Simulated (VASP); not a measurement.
# Ni (Fm-3m) in VASP: a series of runs, part 2 of 2

VASP 6.6.1.

### 3 Single point, LDA, collinear spin, ferromagnetic start (9.64 Å³/atom)

This run uses another cell than the first one, of 9.64 Å³/atom.

File INCAR:

```
SYSTEM = Ni
ALGO = Fast
EDIFF = 1E-6
ENCUT = 520
GGA = CA
ISIF = 2
ISMEAR = 0
ISPIN = 2
LASPH = .True.
LCHARG = .False.
LMAXMIX = 4
LORBIT = 11
LREAL = .False.
LWAVE = .False.
MAGMOM = 0.71
NBANDS = 15
NELM = 150
PREC = Accurate
SIGMA = 0.05
```

File KPOINTS:

```
k-points
0
Gamma
  22 22 22
  0 0 0
```

File POSCAR:

```
Ni
1.0
    0.0000000000      1.6891805710      1.6891805710
    1.6891805710      0.0000000000      1.6891805710
    1.6891805710      1.6891805710      0.0000000000
Ni
1
Direct
    0.0000000000      0.0000000000      0.0000000000
```

Potentials or basis: VASP PAW LDA potentials, release 64 (Ni).

Run with:

```bash
> cat potpaw_LDA.64/Ni/POTCAR > POTCAR
> mpirun -np 1 vasp_std > vasp.out
```

OUTCAR:

```text
SYSTEM = Ni
   EDIFF = 1E-6
   ENCUT = 520
   GGA = CA
   ISIF = 2
   ISMEAR = 0
   ISPIN = 2
   LASPH = .True.
   LORBIT = 11
   LREAL = .False.
   NELM = 150
   PREC = Accurate

 ion  position               nearest neighbor table
   1  0.000  0.000  0.000-

  LATTYP: Found a face centered cubic cell.
 ALAT       =     3.3783611420

  Lattice vectors:

 A1 = (   0.0000000000,   1.6891805710,   1.6891805710)
 A2 = (   1.6891805710,   0.0000000000,   1.6891805710)
 A3 = (   1.6891805710,   1.6891805710,   0.0000000000)

Analysis of symmetry for initial positions (statically):
=====================================================================
 Subroutine PRICEL returns:
 Original cell was already a primitive cell.

 Routine SETGRP: Setting up the symmetry group for a
 face centered cubic supercell.

 Subroutine GETGRP returns: Found 48 space group operations
 (whereof 48 operations were pure point group operations)
 out of a pool of 48 trial point group operations.

The static configuration has the point symmetry O_h .

Analysis of symmetry for dynamics (positions and initial velocities):
=====================================================================
 Subroutine PRICEL returns:
 Original cell was already a primitive cell.

 Routine SETGRP: Setting up the symmetry group for a
 face centered cubic supercell.

 Subroutine GETGRP returns: Found 48 space group operations
 (whereof 48 operations were pure point group operations)
 out of a pool of 48 trial point group operations.

The dynamic configuration has the point symmetry O_h .

Analysis of structural, dynamic, and magnetic symmetry:
=====================================================================
 Subroutine PRICEL returns:
 Original cell was already a primitive cell.

 Routine SETGRP: Setting up the symmetry group for a
 face centered cubic supercell.

 Subroutine GETGRP returns: Found 48 space group operations
 (whereof 48 operations were pure point group operations)
 out of a pool of 48 trial point group operations.

The overall configuration has the point symmetry O_h .

 Subroutine INISYM returns: Found 48 space group operations
 (whereof 48 operations are pure point group operations),
 and found     1 'primitive' translations

----------------------------------------------------------------------------------------

                                     Primitive cell

  volume of cell :       9.6396

  direct lattice vectors                    reciprocal lattice vectors
     0.000000000  1.689180571  1.689180571    -0.296001510  0.296001510  0.296001510
     1.689180571  0.000000000  1.689180571     0.296001510 -0.296001510  0.296001510
     1.689180571  1.689180571  0.000000000     0.296001510  0.296001510 -0.296001510

  length of vectors
     2.388862073  2.388862073  2.388862073     0.512689655  0.512689655  0.512689655

  position of ions in fractional coordinates (direct lattice)
     0.000000000  0.000000000  0.000000000

  ion indices of the primitive-cell ions
   primitive index   ion index
                 1           1

----------------------------------------------------------------------------------------

 KPOINTS: k-points
[... 75 lines left out ...]
   ISYM   =      2    0-nonsym 1-usesym 2-fastsym
   POTIM  = 0.5000    time-step for ionic-motion
   TEBEG  =    0.0;   TEEND  =   0.0 temperature during run
   PSTRESS=    0.0 pullay stress
   NELECT =      10.0000    total number of electrons
   NUPDOWN=      -1.0000    fix difference up-down
   EMIN   =  10.00;   EMAX   =-10.00  energy-range for DOS
   EFERMI =   0.00;   METHOD = LEGACY
   ISMEAR =     0;   SIGMA  =   0.05  broadening in eV -4-tet -1-fermi 0-gaus
   EFERMI_NEDOS =   21; number of points for ismear=-14 and -15
   IALGO  =     68    algorithm
   IMIX   =      4    mixing-type and parameters
     AMIX     =   0.40;   BMIX     =  1.00
     AMIX_MAG =   1.60;   BMIX_MAG =  1.00
  volume/ion in A,a.u.               =       9.64        65.05
  Fermi-wavevector in a.u.,A,eV,Ry     =   1.657253  3.131754 37.368221  2.746487
  Thomas-Fermi vector in A             =   2.745037
   LORBIT       =     11    0 simple, 1 ext, 2 COOP (PROOUT), +10 PAW based schemes
   GGA     = CA    functional components
   LHFCALC =     F    Hartree Fock is set to
   AEXX    =    0.0000 exact exchange contribution
   IVDW    =     0    specifies the selected vdW correction
   LEPSILON=     F    determine dielectric tensor
   LRPA    =     F    only Hartree local field effects (RPA)
 spin polarized calculation
 RMM-DIIS sequential band-by-band and
 Gauss-broadening in eV      SIGMA  =   0.05
  energy-cutoff  :      520.00
  volume of cell :        9.64
 maximum number of plane-waves:       272
 NGX is ok and might be reduce to    18
   NGX =  9   NGY =  9   NGZ =  9

 number of electron      10.0000001 magnetization       0.5390888

 Free energy of the ion-electron system (eV)
  ---------------------------------------------------
  ext. energy  EPLUGINS =         0.00000000
  ---------------------------------------------------
  free energy    TOTEN  =        -6.56674652 eV

  energy without entropy =       -6.56456628  energy(sigma->0) =       -6.56565640

 E-fermi :  10.8769     XC(G=0): -14.3445

 val. band max:       10.8759096467   @ k =  -0.3182   0.3636   0.0909
 cond. band min:      10.8776091316   @ k =   0.5000   0.3182   0.0909
 fundamental gap:      0.0016994849
 Fermi energy:        10.8768714552

 spin component 1

 k-point     1 :       0.0000    0.0000    0.0000
  band No.  band energies     occupation
      1       1.0162      1.00000
      2       8.2137      1.00000
      3       8.2137      1.00000
      4       8.2137      1.00000
      5       9.5888      1.00000
      6       9.5888      1.00000
      7      35.6521      0.00000
      8      40.3886      0.00000
      9      40.3886      0.00000
     10      40.3886      0.00000
     11      43.8478      0.00000
     12      43.8478      0.00000
     13      43.8478      0.00000
     14      46.6670      0.00000
[... 403 lines left out ...]
      4       9.6691      1.00000
      5      10.3793      1.00000
      6      11.0745      0.00000
      7      17.7845      0.00000
      8      33.7599      0.00000
      9      36.6056      0.00000
     10      37.3299      0.00000
     11      41.0455      0.00000
     12      41.7482      0.00000
     13      48.1173      0.00000
     14      58.6596      0.00000
     15      59.4924      0.00000

 [... further k-points ...]

 spin component 2

 k-point     1 :       0.0000    0.0000    0.0000
  band No.  band energies     occupation
      1       1.0577      1.00000
      2       8.7705      1.00000
      3       8.7705      1.00000
      4       8.7705      1.00000
      5      10.0956      1.00000
      6      10.0956      1.00000
      7      35.6428      0.00000
      8      40.4272      0.00000
      9      40.4272      0.00000
     10      40.4272      0.00000
     11      44.0066      0.00000
     12      44.0066      0.00000
     13      44.0066      0.00000
     14      46.6439      0.00000
[... 403 lines left out ...]
      4       9.9227      1.00000
      5      10.9699      0.00427
      6      11.4693      0.00000
      7      18.1245      0.00000
      8      33.7653      0.00000
      9      36.7084      0.00000
     10      37.4408      0.00000
     11      41.1660      0.00000
     12      41.8567      0.00000
     13      48.3135      0.00000
     14      59.6094      0.00000
     15      59.7860      0.00000

 [... further k-points ...]

------------------------ aborting loop because EDIFF is reached ----------------------------------------

  FORCE on cell =-STRESS in cart. coord.  units (eV):
  Direction    XX          YY          ZZ          XY          YZ          ZX
  --------------------------------------------------------------------------------------
  -------------------------------------------------------------------------------------
  Total        0.6480296      0.6480296      0.6480296     -0.0000000      0.0000000      0.0000000
  in kB      107.7078176    107.7078176    107.7078176     -0.0000000      0.0000000      0.0000000
  external PRESSURE =     107.7078176 kB  Pullay stress =       0.0000000 kB

 VOLUME and BASIS-vectors are now :
 -----------------------------------------------------------------------------
  energy-cutoff  :      520.00
  volume of cell :        9.64
      direct lattice vectors                 reciprocal lattice vectors
     0.000000000  1.689180571  1.689180571    -0.296001510  0.296001510  0.296001510
     1.689180571  0.000000000  1.689180571     0.296001510 -0.296001510  0.296001510
     1.689180571  1.689180571  0.000000000     0.296001510  0.296001510 -0.296001510

 POSITION                                       TOTAL-FORCE (eV/Angst)
 -----------------------------------------------------------------------------------
      0.00000      0.00000      0.00000         0.000000      0.000000      0.000000
 -----------------------------------------------------------------------------------
    total drift:                               -0.000000      0.000000      0.000000

  FREE ENERGIE OF THE ION-ELECTRON SYSTEM (eV)
  ---------------------------------------------------
  free  energy   TOTEN  =        -6.5667465186 eV

  energy  without entropy=       -6.5645662818  energy(sigma->0) =       -6.56565640

 total charge

# of ion       s       p       d       tot
------------------------------------------
    1        0.554   0.613   8.396   9.562

 magnetization (x)

# of ion       s       p       d       tot
------------------------------------------
    1       -0.006  -0.019   0.562   0.537
```

OSZICAR:

```text
N       E                     dE             d eps       ncg     rms          rms(c)
DAV:   1     0.322739548931E+02    0.32274E+02   -0.41371E+03 20922   0.887E+02
DAV:   2    -0.626806930629E+01   -0.38542E+02   -0.35842E+02 22081   0.167E+02
DAV:   3    -0.767179087825E+01   -0.14037E+01   -0.13903E+01 24195   0.311E+01
DAV:   4    -0.767883574576E+01   -0.70449E-02   -0.70440E-02 24408   0.212E+00
DAV:   5    -0.767889117918E+01   -0.55433E-04   -0.55433E-04 25027   0.170E-01    0.116E+01
RMM:   6    -0.683169749128E+01    0.84719E+00   -0.13894E+00 26859   0.125E+01    0.573E+00
RMM:   7    -0.659834721249E+01    0.23335E+00   -0.14044E-01 26611   0.387E+00    0.248E+00
RMM:   8    -0.656966152704E+01    0.28686E-01   -0.52498E-03 29432   0.416E-01    0.961E-01
RMM:   9    -0.656741139504E+01    0.22501E-02   -0.65687E-04 29658   0.212E-01    0.248E-01
RMM:  10    -0.656676653640E+01    0.64486E-03   -0.24460E-04 28325   0.168E-01    0.439E-02
RMM:  11    -0.656674299853E+01    0.23538E-04   -0.56467E-05 29450   0.626E-02    0.290E-02
RMM:  12    -0.656674640741E+01   -0.34089E-05   -0.99457E-06 28811   0.212E-02    0.537E-03
RMM:  13    -0.656674651859E+01   -0.11118E-06   -0.10761E-06 21135   0.729E-03
   1 F= -.65667465E+01 E0= -.65656564E+01  d E =-.218024E-02  mag=     0.5391
```

stdout:

```text
POSCAR found type information on POSCAR Ni
 POSCAR found :  1 types and       1 ions
 scaLAPACK will be used
 LDA part: xc-table for (Slater(with rela. corr.)+CA(PZ))
 , standard interpolation
 POSCAR, INCAR and KPOINTS ok, starting setup
 FFT: planning ... GRIDC
 FFT: planning ... GRID_SOFT
 FFT: planning ... GRID
 WAVECAR not read
 entering main loop
WARNING in EDDRMM: call to ZHEGV failed, returncode =   6  3     12
WARNING in EDDRMM: call to ZHEGV failed, returncode =   6  3     12
WARNING in EDDRMM: call to ZHEGV failed, returncode =   8  4     12
WARNING in EDDRMM: call to ZHEGV failed, returncode =   6  3     12
WARNING in EDDRMM: call to ZHEGV failed, returncode =   8  4     12
WARNING in EDDRMM: call to ZHEGV failed, returncode =   8  4     11
WARNING in EDDRMM: call to ZHEGV failed, returncode =   8  4     12
WARNING in EDDRMM: call to ZHEGV failed, returncode =   8  4     11
WARNING in EDDRMM: call to ZHEGV failed, returncode =   6  3     13
WARNING in EDDRMM: call to ZHEGV failed, returncode =   8  4     13
```

Run time: 62 s. Hardware: 1 thread of Intel Xeon Platinum 8488C (Sapphire Rapids), shared host; peak memory 0.18 GiB.

What came out:

```
Free energy                                           : -6.5667 eV
Pressure                                              : 10.8 GPa
Net moment                                            : 0.54 μB per cell
Site moments                                          : Ni +0.54 μB
Valence electrons inside the program's atomic spheres : Ni 9.56
```

Levels at points of the mesh, in eV from the Fermi level:
Spin up:
```
           k point  band 1  band 2  band 3  band 4  band 5  band 6  band 7  band 8  band 9  band 10
(0.00, 0.00, 0.00)   -9.86   -2.66   -2.66   -2.66   -1.29   -1.29   24.78   29.51   29.51    29.51
(0.50, 0.00, 0.00)   -5.49   -2.68   -2.68   -0.49   -0.45   -0.45    6.65   23.24   26.73    26.73
(0.50, 0.50, 0.00)   -5.39   -4.81   -0.42   -0.26   -0.26    2.53   10.43   15.93   15.93    21.42
```
Spin down:
```
           k point  band 2  band 3  band 4  band 5  band 6  band 7  band 8  band 9
(0.00, 0.00, 0.00)   -2.11   -2.11   -2.11   -0.78   -0.78   24.77   29.55   29.55
(0.50, 0.00, 0.00)   -2.19   -2.19   -0.45    0.14    0.14    7.01   23.22   26.84
(0.50, 0.50, 0.00)   -4.35    0.11    0.38    0.38    2.58   10.68   16.00   16.00
```

Caveat: the cell stands under pressure.
